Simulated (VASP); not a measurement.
# BN (F-43m) in VASP: a series of runs

Runs on BN. Level: PBE. Tasks: single point.

Everything below comes from runs of VASP 6.6.1. Logs are shortened: lines on timing, memory, paths and dates and some standing lists are left out, and cuts for length are marked.

### 1 The cell of the first run

It takes space group F-43m (No. 216, cubic). The conventional cell has a = 3.626 Å, b = 3.626 Å, c = 3.626 Å, α = 90.00°, β = 90.00°, γ = 90.00°. Within 2.1 Å of B (site symmetry -43m) lie 4 N at 1.57 Å. N (site symmetry -43m) has 4 B at 1.57 Å within 2.1 Å.

### 2 Single point, PBE

INCAR reads:

```
SYSTEM = BN
  PREC = Accurate
  ENCUT = 520
  EDIFF = 1E-7
  ISMEAR = 0
  SIGMA = 0.05
  LREAL = .FALSE.
  LASPH = .TRUE.
  NELM = 60
  ALGO = Normal
  ISIF = 2
  LWAVE = .FALSE.
  LCHARG = .FALSE.
  GGA = PE
  NBANDS = 11
```

KPOINTS reads:

```
Automatic mesh
0
G
  14 14 14
  0 0 0
```

POSCAR reads:

```
BN
1.0
    0.0000000000      1.8130010000      1.8130010000
    1.8130010000      0.0000000000      1.8130010000
    1.8130010000      1.8130010000      0.0000000000
B N
1 1
Direct
    0.0000000000      0.0000000000      0.0000000000
    0.7500000000      0.7500000000      0.7500000000
```

Potentials or basis: VASP PAW PBE potentials, release 64 (B, N).

The run is started by

```sh
$ cat potpaw_PBE.64/B/POTCAR potpaw_PBE.64/N/POTCAR > POTCAR
$ mpirun -np 1 vasp_std > vasp.out
```

OUTCAR:

```text
SYSTEM = BN
   PREC = Accurate
   ENCUT = 520
   EDIFF = 1E-7
   ISMEAR = 0
   LREAL = .FALSE.
   LASPH = .TRUE.
   NELM = 60
   ISIF = 2
   GGA = PE

 ion  position               nearest neighbor table
   1  0.000  0.000  0.000-   2 1.57   2 1.57   2 1.57   2 1.57
   2  0.750  0.750  0.750-   1 1.57   1 1.57   1 1.57   1 1.57

  LATTYP: Found a face centered cubic cell.
 ALAT       =     3.6260020000

  Lattice vectors:

 A1 = (   0.0000000000,   1.8130010000,   1.8130010000)
 A2 = (   1.8130010000,   0.0000000000,   1.8130010000)
 A3 = (   1.8130010000,   1.8130010000,   0.0000000000)

Analysis of symmetry for initial positions (statically):
=====================================================================
 Subroutine PRICEL returns:
 Original cell was already a primitive cell.

 Routine SETGRP: Setting up the symmetry group for a
 face centered cubic supercell.

 Subroutine GETGRP returns: Found 24 space group operations
 (whereof 24 operations were pure point group operations)
 out of a pool of 48 trial point group operations.

The static configuration has the point symmetry T_d .

Analysis of symmetry for dynamics (positions and initial velocities):
=====================================================================
 Subroutine PRICEL returns:
 Original cell was already a primitive cell.

 Routine SETGRP: Setting up the symmetry group for a
 face centered cubic supercell.

 Subroutine GETGRP returns: Found 24 space group operations
 (whereof 24 operations were pure point group operations)
 out of a pool of 48 trial point group operations.

The dynamic configuration has the point symmetry T_d .

 Subroutine INISYM returns: Found 24 space group operations
 (whereof 24 operations are pure point group operations),
 and found     1 'primitive' translations

----------------------------------------------------------------------------------------

                                     Primitive cell

  volume of cell :      11.9186

  direct lattice vectors                    reciprocal lattice vectors
     0.000000000  1.813001000  1.813001000    -0.275785838  0.275785838  0.275785838
     1.813001000  0.000000000  1.813001000     0.275785838 -0.275785838  0.275785838
     1.813001000  1.813001000  0.000000000     0.275785838  0.275785838 -0.275785838

  length of vectors
     2.563970603  2.563970603  2.563970603     0.477675083  0.477675083  0.477675083

  position of ions in fractional coordinates (direct lattice)
     0.000000000  0.000000000  0.000000000
     0.750000000  0.750000000  0.750000000

  ion indices of the primitive-cell ions
   primitive index   ion index
                 1           1
                 2           2

----------------------------------------------------------------------------------------

 KPOINTS: Automatic mesh

Automatic generation of k-mesh.
 Grid dimensions read from file:
 generate k-points for:   14   14   14

 Generating k-lattice:

  Cartesian coordinates                     Fractional coordinates (reciprocal lattice)
    -0.019698988  0.019698988  0.019698988     0.071428571  0.000000000  0.000000000
     0.019698988 -0.019698988  0.019698988     0.000000000  0.071428571  0.000000000
     0.019698988  0.019698988 -0.019698988     0.000000000  0.000000000  0.071428571

  Length of vectors
     0.034119649  0.034119649  0.034119649

  Shift w.r.t. Gamma in fractional coordinates (k-lattice)
     0.000000000  0.000000000  0.000000000

 Subroutine IBZKPT returns following result:
 ===========================================

 Found    104 irreducible k-points:

 Following reciprocal coordinates:
            Coordinates               Weight
  0.000000  0.000000  0.000000      1.000000
  0.071429  0.000000  0.000000      8.000000
  0.142857  0.000000  0.000000      8.000000
  0.214286  0.000000  0.000000      8.000000
  0.285714  0.000000  0.000000      8.000000
  0.357143  0.000000  0.000000      8.000000
[... 16 lines left out ...]
  0.214286  0.142857  0.000000     24.000000
  0.285714  0.142857  0.000000     24.000000
 [... further k-points ...]
   k-points           NKPTS =    104   k-points in BZ     NKDIM =    104   number of bands    NBANDS=     11
   number of dos      NEDOS =    301   number of ions     NIONS =      2
   total plane-waves  NPLWV =   8000
   dimension x,y,z NGX =    20 NGY =   20 NGZ =   20
   dimension x,y,z NGXF=    40 NGYF=   40 NGZF=   40
   ions per type =               1   1
   NGX,Y,Z   is equivalent  to a cutoff of  12.97, 12.97, 12.97 a.u.
   NGXF,Y,Z  is equivalent  to a cutoff of  25.94, 25.94, 25.94 a.u.
 SYSTEM =  BN
   PREC   = accura    normal or accurate (medium, high low for compatibility)
   ISTART =      0    job   : 0-new  1-cont  2-samecut
   ICHARG =      2    charge: 1-file 2-atom 10-const
   ISPIN  =      1    spin polarized calculation?
   LNONCOLLINEAR =      F non collinear calculations
   LSORBIT =      F    spin-orbit coupling
   LASPH  =      T    aspherical Exc in radial PAW
   ENCUT  =  520.0 eV  38.22 Ry    6.18 a.u.   4.77  4.77  4.77*2*pi/ulx,y,z
   NELM   =     60;   NELMIN=  2; NELMDL= -5     # of ELM steps
   EDIFF  = 0.1E-06   stopping-criterion for ELM
   LREAL  =      F    real-space projection
   EDIFFG = 0.1E-05   stopping-criterion for IOM
   NSW    =      0    number of steps for IOM
   IBRION =     -1    ionic relax: 0-MD 1-quasi-New 2-CG
   NFREE  =      0    steps in history (QN), initial steepest desc. (CG)
   ISIF   =      2    stress and relaxation
   ISYM   =      2    0-nonsym 1-usesym 2-fastsym
   POTIM  = 0.5000    time-step for ionic-motion
   TEBEG  =    0.0;   TEEND  =   0.0 temperature during run
   PSTRESS=    0.0 pullay stress
   NELECT =       8.0000    total number of electrons
   NUPDOWN=      -1.0000    fix difference up-down
   EMIN   =  10.00;   EMAX   =-10.00  energy-range for DOS
   EFERMI =   0.00;   METHOD = LEGACY
   ISMEAR =     0;   SIGMA  =   0.05  broadening in eV -4-tet -1-fermi 0-gaus
   EFERMI_NEDOS =   21; number of points for ismear=-14 and -15
   IALGO  =     38    algorithm
   IMIX   =      4    mixing-type and parameters
     AMIX     =   0.40;   BMIX     =  1.00
     AMIX_MAG =   1.60;   BMIX_MAG =  1.00
  volume/ion in A,a.u.               =       5.96        40.22
  Fermi-wavevector in a.u.,A,eV,Ry     =   1.433387  2.708709 27.954506  2.054598
  Thomas-Fermi vector in A             =   2.552911
   LORBIT       =      0    0 simple, 1 ext, 2 COOP (PROOUT), +10 PAW based schemes
   GGA     = PE    functional components
   LHFCALC =     F    Hartree Fock is set to
   AEXX    =    0.0000 exact exchange contribution
   IVDW    =     0    specifies the selected vdW correction
   LEPSILON=     F    determine dielectric tensor
   LRPA    =     F    only Hartree local field effects (RPA)
 non-spin polarized calculation
 Gauss-broadening in eV      SIGMA  =   0.05
  energy-cutoff  :      520.00
  volume of cell :       11.92
 maximum number of plane-waves:       332
   NGX =  9   NGY =  9   NGZ =  9

 number of electron       7.9999999 magnetization

 Free energy of the ion-electron system (eV)
  ---------------------------------------------------
  ext. energy  EPLUGINS =         0.00000000
  ---------------------------------------------------
  free energy    TOTEN  =       -17.45103582 eV

  energy without entropy =      -17.45103582  energy(sigma->0) =      -17.45103582

 E-fermi :   7.5226     XC(G=0): -12.7771

 val. band max:        7.2910574055   @ k =   0.0000   0.0000   0.0000
 cond. band min:      11.7407096578   @ k =   0.5000   0.5000   0.0000
 fundamental gap:      4.4496522524
 Fermi energy:         7.5225520125

 k-point     1 :       0.0000    0.0000    0.0000
  band No.  band energies     occupation
      1     -12.8363      2.00000
      2       7.2911      2.00000
      3       7.2911      2.00000
      4       7.2911      2.00000
      5      16.0675      0.00000
      6      16.0675      0.00000
      7      16.0675      0.00000
      8      17.4925      0.00000
      9      31.8724      0.00000
     10      34.9486      0.00000
     11      34.9486      0.00000

 k-point     2 :       0.0714    0.0000    0.0000
  band No.  band energies     occupation
      1     -12.7129      2.00000
      2       6.6099      2.00000
      3       7.1577      2.00000
      4       7.1577      2.00000
      5      16.2221      0.00000
      6      16.2703      0.00000
      7      16.2703      0.00000
      8      17.9168      0.00000
      9      31.7383      0.00000
     10      33.0549      0.00000
     11      33.0549      0.00000

 k-point     3 :       0.1429    0.0000    0.0000
  band No.  band energies     occupation
      1     -12.3461      2.00000
      2       4.9581      2.00000
      3       6.8160      2.00000
      4       6.8160      2.00000
      5      16.4738      0.00000
      6      16.7750      0.00000
      7      16.7750      0.00000
      8      18.9902      0.00000
      9      31.3374      0.00000
     10      31.5440      0.00000
     11      31.5440      0.00000

 k-point     4 :       0.2143    0.0000    0.0000
  band No.  band energies     occupation
      1     -11.7476      2.00000
      2       2.9089      2.00000
      3       6.3868      2.00000
      4       6.3868      2.00000
      5      16.7215      0.00000
      6      17.3423      0.00000
      7      17.3423      0.00000
      8      20.2005      0.00000
      9      30.8277      0.00000
     10      30.8277      0.00000
     11      30.8325      0.00000

 k-point     5 :       0.2857    0.0000    0.0000
  band No.  band energies     occupation
      1     -10.9446      2.00000
      2       0.8043      2.00000
      3       5.9749      2.00000
      4       5.9749      2.00000
      5      16.9564      0.00000
      6      17.7489      0.00000
      7      17.7489      0.00000
      8      21.2118      0.00000
      9      30.4803      0.00000
     10      31.0065      0.00000
     11      31.0065      0.00000
[... 211 lines left out ...]
 k-point    21 :      -0.0714    0.0714    0.0000
  band No.  band energies     occupation
      1     -12.5084      2.00000
      2       5.8769      2.00000
      3       6.4873      2.00000
      4       7.1645      2.00000
      5      16.3392      0.00000
      6      16.3459      0.00000
      7      16.9020      0.00000
      8      18.5118      0.00000
      9      31.0325      0.00000
     10      31.1251      0.00000
     11      33.4547      0.00000

 k-point    22 :       0.1429    0.1429    0.0000
  band No.  band energies     occupation
      1     -12.1836      2.00000
      2       5.7060      2.00000
      3       5.9252      2.00000
      4       5.9252      2.00000
      5      15.2352      0.00000
      6      17.9739      0.00000
      7      17.9739      0.00000
      8      18.8613      0.00000
      9      27.3426      0.00000
     10      33.2141      0.00000
     11      35.8729      0.00000

 k-point    23 :       0.2143    0.1429    0.0000
  band No.  band energies     occupation
      1     -11.7442      2.00000
      2       4.1808      2.00000
      3       5.4010      2.00000
      4       5.7907      2.00000
      5      15.1690      0.00000
      6      18.5136      0.00000
      7      18.7629      0.00000
      8      19.4673      0.00000
      9      26.4410      0.00000
     10      33.4592      0.00000
     11      35.0853      0.00000

 k-point    24 :       0.2857    0.1429    0.0000
  band No.  band energies     occupation
      1     -11.0849      2.00000
      2       2.2853      2.00000
      3       4.9688      2.00000
      4       5.4443      2.00000
      5      15.4862      0.00000
      6      18.8502      0.00000
      7      19.3661      0.00000
      8      20.0232      0.00000
      9      26.5545      0.00000
     10      33.3995      0.00000
     11      34.5845      0.00000

 [... further k-points ...]

------------------------ aborting loop because EDIFF is reached ----------------------------------------

  FORCE on cell =-STRESS in cart. coord.  units (eV):
  Direction    XX          YY          ZZ          XY          YZ          ZX
  --------------------------------------------------------------------------------------
  -------------------------------------------------------------------------------------
  Total       -0.0124837     -0.0124837     -0.0124837     -0.0000000     -0.0000000      0.0000000
  in kB       -1.6781439     -1.6781439     -1.6781439     -0.0000000     -0.0000000      0.0000000
  external PRESSURE =      -1.6781439 kB  Pullay stress =       0.0000000 kB

 VOLUME and BASIS-vectors are now :
 -----------------------------------------------------------------------------
  energy-cutoff  :      520.00
  volume of cell :       11.92
      direct lattice vectors                 reciprocal lattice vectors
     0.000000000  1.813001000  1.813001000    -0.275785838  0.275785838  0.275785838
     1.813001000  0.000000000  1.813001000     0.275785838 -0.275785838  0.275785838
     1.813001000  1.813001000  0.000000000     0.275785838  0.275785838 -0.275785838

 POSITION                                       TOTAL-FORCE (eV/Angst)
 -----------------------------------------------------------------------------------
      0.00000      0.00000      0.00000        -0.000000     -0.000000     -0.000000
      2.71950      2.71950      2.71950         0.000000      0.000000      0.000000
 -----------------------------------------------------------------------------------
    total drift:                               -0.000000     -0.000000     -0.000000

  FREE ENERGIE OF THE ION-ELECTRON SYSTEM (eV)
  ---------------------------------------------------
  free  energy   TOTEN  =       -17.4510358190 eV

  energy  without entropy=      -17.4510358190  energy(sigma->0) =      -17.45103582
```

Wall time 8 s (1 thread of Intel Xeon Platinum 8488C (Sapphire Rapids), shared host); peak memory 0.12 GiB.

Results:

```
Free energy            : -17.4510 eV
Pressure               : -0.2 GPa
Band gap on the k mesh : 4.45 eV, indirect (least direct gap 8.78 eV)
```

### 3 Single point, PBE

This run uses another cell than the first one, of 6.67 Å³/atom, 1.120 times its volume.

INCAR reads:

```
  PREC = Accurate
  ENCUT = 520
  EDIFF = 1E-7
  ISMEAR = 0
  SIGMA = 0.05
  LREAL = False
  LASPH = True
  NELM = 80
  ALGO = Normal
  ISIF = 2
  LWAVE = False
  LCHARG = False
  GGA = PE
  NBANDS = 11
```

KPOINTS reads:

```
Automatic mesh
0
Gamma
  14 14 14
```

POSCAR reads:

```
BN
1.0
    0.0000000000      1.8827993998      1.8827993998
    1.8827993998      0.0000000000      1.8827993998
    1.8827993998      1.8827993998      0.0000000000
B N
1 1
Direct
    0.0000000000      0.0000000000      0.0000000000
    0.7500000000      0.7500000000      0.7500000000
```

Potentials or basis: VASP PAW PBE potentials, release 64 (B, N).

The run is started by

```sh
$ cat potpaw_PBE.64/B/POTCAR potpaw_PBE.64/N/POTCAR > POTCAR
$ mpirun -np 1 vasp_std > vasp.out
```

OUTCAR:

```text
PREC = Accurate
   ENCUT = 520
   EDIFF = 1E-7
   ISMEAR = 0
   LREAL = False
   LASPH = True
   NELM = 80
   ISIF = 2
   GGA = PE

 ion  position               nearest neighbor table
   1  0.000  0.000  0.000-   2 1.63   2 1.63   2 1.63   2 1.63
   2  0.750  0.750  0.750-   1 1.63   1 1.63   1 1.63   1 1.63

  LATTYP: Found a face centered cubic cell.
 ALAT       =     3.7655987996

  Lattice vectors:

 A1 = (   0.0000000000,   1.8827993998,   1.8827993998)
 A2 = (   1.8827993998,   0.0000000000,   1.8827993998)
[... 513 lines left out ...]
      7      17.1287      0.00000
      8      17.6045      0.00000
      9      24.2271      0.00000
     10      30.0387      0.00000
     11      31.9020      0.00000

 [... further k-points ...]
[... 5 lines left out ...]
  --------------------------------------------------------------------------------------
  -------------------------------------------------------------------------------------
  Total       -2.8674991     -2.8674991     -2.8674991      0.0000000      0.0000000     -0.0000000
  in kB     -344.1689818   -344.1689818   -344.1689818      0.0000000      0.0000000     -0.0000000
  external PRESSURE =    -344.1689818 kB  Pullay stress =       0.0000000 kB

 VOLUME and BASIS-vectors are now :
 -----------------------------------------------------------------------------
  energy-cutoff  :      520.00
  volume of cell :       13.35
      direct lattice vectors                 reciprocal lattice vectors
     0.000000000  1.882799400  1.882799400    -0.265562014  0.265562014  0.265562014
     1.882799400  0.000000000  1.882799400     0.265562014 -0.265562014  0.265562014
     1.882799400  1.882799400  0.000000000     0.265562014  0.265562014 -0.265562014

 POSITION                                       TOTAL-FORCE (eV/Angst)
 -----------------------------------------------------------------------------------
      0.00000      0.00000      0.00000         0.000000      0.000000      0.000000
      2.82420      2.82420      2.82420        -0.000000     -0.000000      0.000000
 -----------------------------------------------------------------------------------
    total drift:                                0.000000      0.000000      0.000000

  FREE ENERGIE OF THE ION-ELECTRON SYSTEM (eV)
  ---------------------------------------------------
  free  energy   TOTEN  =       -17.2846796696 eV

  energy  without entropy=      -17.2846796696  energy(sigma->0) =      -17.28467967
```

OSZICAR:

```text
N       E                     dE             d eps       ncg     rms          rms(c)
DAV:   1     0.927925773508E+01    0.92793E+01   -0.47571E+03  2328   0.705E+02
DAV:   2    -0.175507351813E+02   -0.26830E+02   -0.26121E+02  2755   0.155E+02
DAV:   3    -0.180834028562E+02   -0.53267E+00   -0.53193E+00  2705   0.194E+01
DAV:   4    -0.180841312120E+02   -0.72836E-03   -0.72834E-03  2435   0.802E-01
DAV:   5    -0.180841320797E+02   -0.86770E-06   -0.86771E-06  2633   0.267E-02    0.608E+00
DAV:   6    -0.173337124057E+02    0.75042E+00   -0.31898E+00  2399   0.965E+00    0.288E+00
DAV:   7    -0.172947443998E+02    0.38968E-01   -0.66440E-02  2492   0.225E+00    0.177E+00
DAV:   8    -0.172845196779E+02    0.10225E-01   -0.29886E-02  2492   0.123E+00    0.139E-01
DAV:   9    -0.172845680561E+02   -0.48378E-04   -0.12738E-03  2438   0.251E-01    0.718E-02
DAV:  10    -0.172846728209E+02   -0.10476E-03   -0.14001E-04  2448   0.101E-01    0.139E-02
DAV:  11    -0.172846796504E+02   -0.68295E-05   -0.12518E-05  2647   0.284E-02    0.103E-02
DAV:  12    -0.172846796901E+02   -0.39719E-07   -0.19776E-06  2480   0.941E-03    0.681E-04
DAV:  13    -0.172846796696E+02    0.20545E-07   -0.24893E-08  1216   0.156E-03
   1 F= -.17284680E+02 E0= -.17284680E+02  d E =-.641346E-13
```

stdout:

```text
POSCAR found type information on POSCAR B N
 POSCAR found :  2 types and       2 ions
 scaLAPACK will be used
 LDA part: xc-table for (Slater+PW92), standard interpolation
 POSCAR, INCAR and KPOINTS ok, starting setup
 FFT: planning ... GRIDC
 FFT: planning ... GRID_SOFT
 FFT: planning ... GRID
 WAVECAR not read
 entering main loop
```

Wall time 8.2 s (1 thread of Intel Xeon Platinum 8488C (Sapphire Rapids), shared host); peak memory 0.12 GiB.

What came out:

```
Free energy            : -17.2847 eV
Pressure               : -34.4 GPa
Band gap on the k mesh : 4.32 eV, indirect (least direct gap 8.24 eV)
```
